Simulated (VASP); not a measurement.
# Be2CdO3 (P-4m2) in VASP: single point with PBE

Aim: the single point of Be2CdO3 with PBE.

All numbers are computed with VASP 6.6.1; they aren't measurements. Logs are shortened: lines on timing, memory, paths and dates and some standing lists are left out, and cuts for length are marked.

### 1 The cell of the first run

Symmetry: P-4m2, No. 115, tetragonal system. The conventional cell has a = 2.923 Å, b = 2.923 Å, c = 8.424 Å, α = 90.00°, β = 90.00°, γ = 90.00°. Be (site symmetry 2mm) has 5 O at 1.57 to 2.08 Å within 2.1 Å. Cd (site symmetry -4m2) has 4 O at 2.07 Å within 2.7 Å. Within 2.1 Å of O (site symmetry 2mm) lie 5 Be at 1.57 to 2.08 Å. Within 2.7 Å of O (site symmetry -4m2) lie 4 Cd at 2.07 Å.

The cell was generated, and may not be a known phase.

### 2 Single point, PBE

INCAR

```
ALGO = Normal
EDIFF = 1E-6
ENCUT = 700
GGA = PE
GGA_COMPAT = F
ISIF = 2
ISMEAR = 0
LASPH = T
LCHARG = T
LELF = T
LREAL = F
LVHAR = T
LWAVE = F
NBANDS = 30
NELM = 120
PREC = Accurate
SIGMA = 0.15
```

KPOINTS

```
k-points
0
Gamma
  4 4 2
```

POSCAR

```
Be2CdO3
1.0
    2.9229469716      0.0000000000      0.0000000000
    0.0000000000      2.9229469716      0.0000000000
    0.0000000000      0.0000000000      8.4235533544
Be Cd O
2 1 3
Direct
    0.0000000000      0.5000000000      0.5815328964
    0.5000000000      0.0000000000      0.4184671036
    0.0000000000      0.0000000000      0.0000000000
    0.0000000000      0.5000000000      0.3952224003
    0.5000000000      0.0000000000      0.6047775997
    0.5000000000      0.5000000000      0.0000000000
```

Potentials or basis: VASP PAW PBE potentials, release 64 (Be, Cd_sv_GW, O).

Started as:

```bash
$ cat potpaw_PBE.64/Be/POTCAR potpaw_PBE.64/Cd_sv_GW/POTCAR potpaw_PBE.64/O/POTCAR > POTCAR
$ mpirun -np 1 vasp_std > vasp.out
```

OUTCAR:

```text
EDIFF = 1E-6
   ENCUT = 700
   GGA = PE
   ISIF = 2
   ISMEAR = 0
   LASPH = T
   LREAL = F
   NELM = 120
   PREC = Accurate

 ion  position               nearest neighbor table
   1  0.000  0.500  0.582-   4 1.57   5 2.08   5 2.08   5 2.08   5 2.08
   2  0.500  0.000  0.418-   5 1.57   4 2.08   4 2.08   4 2.08   4 2.08
   3  0.000  0.000  0.000-   6 2.07   6 2.07   6 2.07   6 2.07
   4  0.000  0.500  0.395-   1 1.57   2 2.08   2 2.08   2 2.08   2 2.08
   5  0.500  0.000  0.605-   2 1.57   1 2.08   1 2.08   1 2.08   1 2.08
   6  0.500  0.500  0.000-   3 2.07   3 2.07   3 2.07   3 2.07

  LATTYP: Found a simple tetragonal cell.
 ALAT       =     2.9229469716
 C/A-ratio  =     2.8818700566

  Lattice vectors:

 A1 = (   2.9229469716,   0.0000000000,   0.0000000000)
 A2 = (   0.0000000000,   2.9229469716,   0.0000000000)
 A3 = (   0.0000000000,   0.0000000000,   8.4235533544)

Analysis of symmetry for initial positions (statically):
=====================================================================
 Subroutine PRICEL returns:
 Original cell was already a primitive cell.

 Routine SETGRP: Setting up the symmetry group for a
 simple tetragonal supercell.

 Subroutine GETGRP returns: Found  8 space group operations
 (whereof  8 operations were pure point group operations)
 out of a pool of 16 trial point group operations.

The static configuration has the point symmetry D_2d.

Analysis of symmetry for dynamics (positions and initial velocities):
=====================================================================
 Subroutine PRICEL returns:
 Original cell was already a primitive cell.

 Routine SETGRP: Setting up the symmetry group for a
 simple tetragonal supercell.

 Subroutine GETGRP returns: Found  8 space group operations
 (whereof  8 operations were pure point group operations)
 out of a pool of 16 trial point group operations.

The dynamic configuration has the point symmetry D_2d.

 Subroutine INISYM returns: Found  8 space group operations
 (whereof  8 operations are pure point group operations),
 and found     1 'primitive' translations

----------------------------------------------------------------------------------------

                                     Primitive cell

  volume of cell :      71.9676

  direct lattice vectors                    reciprocal lattice vectors
     2.922946972  0.000000000  0.000000000     0.342120473  0.000000000  0.000000000
     0.000000000  2.922946972  0.000000000     0.000000000  0.342120473  0.000000000
     0.000000000  0.000000000  8.423553354     0.000000000  0.000000000  0.118714746

  length of vectors
     2.922946972  2.922946972  8.423553354     0.342120473  0.342120473  0.118714746

  position of ions in fractional coordinates (direct lattice)
     0.000000000  0.500000000  0.581532896
     0.500000000  0.000000000  0.418467104
     0.000000000  0.000000000  0.000000000
     0.000000000  0.500000000  0.395222400
     0.500000000  0.000000000  0.604777600
     0.500000000  0.500000000  0.000000000

  ion indices of the primitive-cell ions
   primitive index   ion index
                 1           1
                 2           2
                 3           3
                 4           4
                 5           5
                 6           6

----------------------------------------------------------------------------------------

 KPOINTS: k-points

Automatic generation of k-mesh.
 Grid dimensions read from file:
 generate k-points for:    4    4    2

 Generating k-lattice:

  Cartesian coordinates                     Fractional coordinates (reciprocal lattice)
     0.085530118  0.000000000  0.000000000     0.250000000  0.000000000  0.000000000
     0.000000000  0.085530118  0.000000000     0.000000000  0.250000000  0.000000000
     0.000000000  0.000000000  0.059357373     0.000000000  0.000000000  0.500000000

  Length of vectors
     0.085530118  0.085530118  0.059357373

  Shift w.r.t. Gamma in fractional coordinates (k-lattice)
     0.000000000  0.000000000  0.000000000

 Subroutine IBZKPT returns following result:
 ===========================================

 Found     12 irreducible k-points:

 Following reciprocal coordinates:
            Coordinates               Weight
  0.000000  0.000000  0.000000      1.000000
  0.250000  0.000000  0.000000      4.000000
  0.500000  0.000000  0.000000      2.000000
  0.250000  0.250000  0.000000      4.000000
  0.500000  0.250000  0.000000      4.000000
  0.500000  0.500000  0.000000      1.000000
  0.000000  0.000000  0.500000      1.000000
  0.250000  0.000000  0.500000      4.000000
  0.500000  0.000000  0.500000      2.000000
  0.250000  0.250000  0.500000      4.000000
  0.500000  0.250000  0.500000      4.000000
  0.500000  0.500000  0.500000      1.000000
   k-points           NKPTS =     12   k-points in BZ     NKDIM =     12   number of bands    NBANDS=     30
   number of dos      NEDOS =    301   number of ions     NIONS =      6
   total plane-waves  NPLWV =  62720
   dimension x,y,z NGX =    28 NGY =   28 NGZ =   80
   dimension x,y,z NGXF=    56 NGYF=   56 NGZF=  160
   ions per type =               2   1   3
   NGX,Y,Z   is equivalent  to a cutoff of  15.93, 15.93, 15.79 a.u.
   NGXF,Y,Z  is equivalent  to a cutoff of  31.85, 31.85, 31.58 a.u.
 SYSTEM =  unknown system
   PREC   = accura    normal or accurate (medium, high low for compatibility)
   ISTART =      0    job   : 0-new  1-cont  2-samecut
   ICHARG =      2    charge: 1-file 2-atom 10-const
   ISPIN  =      1    spin polarized calculation?
   LNONCOLLINEAR =      F non collinear calculations
   LSORBIT =      F    spin-orbit coupling
   LASPH  =      T    aspherical Exc in radial PAW
   ENCUT  =  700.0 eV  51.45 Ry    7.17 a.u.   6.31  6.31 18.17*2*pi/ulx,y,z
   NELM   =    120;   NELMIN=  2; NELMDL= -5     # of ELM steps
   EDIFF  = 0.1E-05   stopping-criterion for ELM
   LREAL  =      F    real-space projection
   EDIFFG = 0.1E-04   stopping-criterion for IOM
   NSW    =      0    number of steps for IOM
   IBRION =     -1    ionic relax: 0-MD 1-quasi-New 2-CG
   NFREE  =      0    steps in history (QN), initial steepest desc. (CG)
   ISIF   =      2    stress and relaxation
   ISYM   =      2    0-nonsym 1-usesym 2-fastsym
   POTIM  = 0.5000    time-step for ionic-motion
   TEBEG  =    0.0;   TEEND  =   0.0 temperature during run
   PSTRESS=    0.0 pullay stress
   NELECT =      42.0000    total number of electrons
   NUPDOWN=      -1.0000    fix difference up-down
   EMIN   =  10.00;   EMAX   =-10.00  energy-range for DOS
   EFERMI =   0.00;   METHOD = LEGACY
   ISMEAR =     0;   SIGMA  =   0.15  broadening in eV -4-tet -1-fermi 0-gaus
   EFERMI_NEDOS =   21; number of points for ismear=-14 and -15
   IALGO  =     38    algorithm
   IMIX   =      4    mixing-type and parameters
     AMIX     =   0.40;   BMIX     =  1.00
     AMIX_MAG =   1.60;   BMIX_MAG =  1.00
  volume/ion in A,a.u.               =      11.99        80.94
  Fermi-wavevector in a.u.,A,eV,Ry     =   1.368082  2.585300 25.465329  1.871649
  Thomas-Fermi vector in A             =   2.494078
   LORBIT       =      0    0 simple, 1 ext, 2 COOP (PROOUT), +10 PAW based schemes
   GGA     = PE    functional components
   LHFCALC =     F    Hartree Fock is set to
   AEXX    =    0.0000 exact exchange contribution
   IVDW    =     0    specifies the selected vdW correction
   LEPSILON=     F    determine dielectric tensor
   LRPA    =     F    only Hartree local field effects (RPA)
 non-spin polarized calculation
 Gauss-broadening in eV      SIGMA  =   0.15
  energy-cutoff  :      700.00
  volume of cell :       71.97
 maximum number of plane-waves:      3040
 NGX is ok and might be reduce to    28
   NGX = 13   NGY = 13   NGZ = 37

 number of electron      41.9999995 magnetization

 Free energy of the ion-electron system (eV)
  ---------------------------------------------------
  ext. energy  EPLUGINS =         0.00000000
  ---------------------------------------------------
  free energy    TOTEN  =       -31.03089589 eV

  energy without entropy =      -31.01821520  energy(sigma->0) =      -31.02455554

 E-fermi :   4.5320     XC(G=0):  -9.8254

 val. band max:        4.4976266757   @ k =   0.5000   0.0000   0.5000
 cond. band min:       4.5343140365   @ k =   0.0000   0.0000   0.5000
 fundamental gap:      0.0366873608
 Fermi energy:         4.5320239277

 k-point     1 :       0.0000    0.0000    0.0000
  band No.  band energies     occupation
      1     -97.6111      2.00000
      2     -58.8582      2.00000
      3     -58.6088      2.00000
      4     -58.6088      2.00000
      5     -16.2885      2.00000
      6     -15.1959      2.00000
[... 22 lines left out ...]
     29      14.7618      0.00000
     30      15.4394      0.00000

 k-point     2 :       0.2500    0.0000    0.0000
  band No.  band energies     occupation
      1     -97.6097      2.00000
      2     -58.8563      2.00000
      3     -58.6346      2.00000
      4     -58.6062      2.00000
      5     -15.8847      2.00000
      6     -14.7219      2.00000
[... 22 lines left out ...]
     29      13.6405      0.00000
     30      14.6101      0.00000

 k-point     3 :       0.5000    0.0000    0.0000
  band No.  band energies     occupation
      1     -97.6082      2.00000
      2     -58.8544      2.00000
      3     -58.6604      2.00000
      4     -58.6037      2.00000
      5     -15.0481      2.00000
      6     -15.0460      2.00000
[... 22 lines left out ...]
     29      12.3482      0.00000
     30      12.3691      0.00000

 k-point     4 :       0.2500    0.2500    0.0000
  band No.  band energies     occupation
      1     -97.6082      2.00000
      2     -58.8544      2.00000
      3     -58.6321      2.00000
      4     -58.6315      2.00000
      5     -15.5083      2.00000
      6     -14.5531      2.00000
[... 22 lines left out ...]
     29      13.7487      0.00000
     30      14.3425      0.00000

 k-point     5 :       0.5000    0.2500    0.0000
  band No.  band energies     occupation
      1     -97.6067      2.00000
      2     -58.8525      2.00000
      3     -58.6573      2.00000
      4     -58.6290      2.00000
      5     -14.7904      2.00000
      6     -14.7896      2.00000
[... 22 lines left out ...]
     29      12.8129      0.00000
     30      13.4675      0.00000

 k-point     6 :       0.5000    0.5000    0.0000
  band No.  band energies     occupation
      1     -97.6052      2.00000
      2     -58.8507      2.00000
      3     -58.6541      2.00000
      4     -58.6541      2.00000
      5     -14.6093      2.00000
      6     -14.5050      2.00000
[... 22 lines left out ...]
     29      14.4617      0.00000
     30      14.5354      0.00000

 k-point     7 :       0.0000    0.0000    0.5000
  band No.  band energies     occupation
      1     -97.6111      2.00000
      2     -58.8582      2.00000
      3     -58.6088      2.00000
      4     -58.6088      2.00000
      5     -16.2873      2.00000
      6     -15.2007      2.00000
[... 22 lines left out ...]
     29      14.7609      0.00000
     30      14.7611      0.00000

 k-point     8 :       0.2500    0.0000    0.5000
  band No.  band energies     occupation
      1     -97.6096      2.00000
      2     -58.8563      2.00000
      3     -58.6346      2.00000
      4     -58.6062      2.00000
      5     -15.8839      2.00000
      6     -14.7331      2.00000
[... 22 lines left out ...]
     29      13.6410      0.00000
     30      14.6849      0.00000

 k-point     9 :       0.5000    0.0000    0.5000
  band No.  band energies     occupation
      1     -97.6081      2.00000
      2     -58.8544      2.00000
      3     -58.6604      2.00000
      4     -58.6037      2.00000
      5     -15.0481      2.00000
      6     -15.0460      2.00000
[... 22 lines left out ...]
     29      12.3453      0.00000
     30      12.3703      0.00000

 k-point    10 :       0.2500    0.2500    0.5000
  band No.  band energies     occupation
      1     -97.6081      2.00000
      2     -58.8544      2.00000
      3     -58.6321      2.00000
      4     -58.6315      2.00000
      5     -15.5076      2.00000
      6     -14.5752      2.00000
[... 22 lines left out ...]
     29      13.4114      0.00000
     30      15.0246      0.00000

 k-point    11 :       0.5000    0.2500    0.5000
  band No.  band energies     occupation
      1     -97.6067      2.00000
      2     -58.8525      2.00000
      3     -58.6573      2.00000
      4     -58.6290      2.00000
      5     -14.7904      2.00000
      6     -14.7895      2.00000
[... 22 lines left out ...]
     29      13.1751      0.00000
     30      13.4167      0.00000

 k-point    12 :       0.5000    0.5000    0.5000
  band No.  band energies     occupation
      1     -97.6052      2.00000
      2     -58.8507      2.00000
      3     -58.6542      2.00000
      4     -58.6542      2.00000
      5     -14.6093      2.00000
      6     -14.5050      2.00000
[... 22 lines left out ...]
     29      13.9348      0.00000
     30      14.0072      0.00000

------------------------ aborting loop because EDIFF is reached ----------------------------------------

  FORCE on cell =-STRESS in cart. coord.  units (eV):
  Direction    XX          YY          ZZ          XY          YZ          ZX
  --------------------------------------------------------------------------------------
  -------------------------------------------------------------------------------------
  Total        0.0269831      0.0269831      0.3123211      0.0000000      0.0000000      0.0000000
  in kB        0.6007101      0.6007101      6.9530403      0.0000000      0.0000000      0.0000000
  external PRESSURE =       2.7181535 kB  Pullay stress =       0.0000000 kB

 VOLUME and BASIS-vectors are now :
 -----------------------------------------------------------------------------
  energy-cutoff  :      700.00
  volume of cell :       71.97
      direct lattice vectors                 reciprocal lattice vectors
     2.922946972  0.000000000  0.000000000     0.342120473  0.000000000  0.000000000
     0.000000000  2.922946972  0.000000000     0.000000000  0.342120473  0.000000000
     0.000000000  0.000000000  8.423553354     0.000000000  0.000000000  0.118714746

 POSITION                                       TOTAL-FORCE (eV/Angst)
 -----------------------------------------------------------------------------------
      0.00000      1.46147      4.89857         0.000000      0.000000      0.076090
      1.46147      0.00000      3.52498         0.000000     -0.000000     -0.076090
      0.00000      0.00000      0.00000        -0.000000     -0.000000      0.000000
      0.00000      1.46147      3.32918         0.000000     -0.000000     -0.019579
      1.46147      0.00000      5.09438         0.000000     -0.000000      0.019579
      1.46147      1.46147      0.00000         0.000000     -0.000000      0.000000
 -----------------------------------------------------------------------------------
    total drift:                               -0.000000      0.000000     -0.000000

  FREE ENERGIE OF THE ION-ELECTRON SYSTEM (eV)
  ---------------------------------------------------
  free  energy   TOTEN  =       -31.0308958850 eV

  energy  without entropy=      -31.0182152044  energy(sigma->0) =      -31.02455554
```

Run time: 48 s. Hardware: 1 thread of Intel Xeon Platinum 8259CL at 2.50GHz (Skylake/Cascade Lake), shared host; peak memory 0.26 GiB.

What came out:

* Free energy: -31.0309 eV
* Pressure: 0.3 GPa
* Largest force: 0.076 eV/Å
* Band gap on the k mesh: zero (bands 21 and 22 overlap by 0.45 eV)

Forces in eV/Å, atoms in the order of the input:
```
Be   0.000  0.000  0.076
Be   0.000  0.000 -0.076
Cd   0.000  0.000  0.000
O    0.000  0.000 -0.020
O    0.000  0.000  0.020
O    0.000  0.000  0.000
```

Caveat: the k points lie up to 0.54 Å⁻¹ apart; semilocal functionals underestimate gaps, and a narrow one can read as zero.

The gap in the log of VASP goes by the Fermi energy; the results here count the filled bands.